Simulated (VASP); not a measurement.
Runs of VASP 6.6.1 on ZnS. The structure is that of space group P4/nmm (No. 129), or close to it. The cells are those of the table. 

```tsv
cell	k mesh	smearing	gap on the mesh (eV)	largest force (eV/Å)
a = 3.450, b = 3.450, c = 17.000 Å, 4 atoms	6 × 6 × 1	gaussian 0.1 eV	0.41	0.34
a = 3.506, b = 3.506, c = 29.372 Å, 4 atoms	6 × 6 × 1	gaussian 0.1 eV	0.65	(a)
a = 3.506, b = 3.506, c = 29.372 Å, 4 atoms	8 × 8 × 1	gaussian 0.02 eV	0.65	0.02
a = 3.505, b = 3.505, c = 29.372 Å, 4 atoms	8 × 8 × 1	gaussian 0.02 eV	0.65	0.02
```

Alike in all rows: task single point; level PBE; potentials or basis VASP PAW PBE potentials, release 64 (Zn, S); no spin polarisation; cutoff (eV) 520.

Problem. Estimate the missing entries.

Solution. (a) 0.03.

A k mesh can miss the band edges.
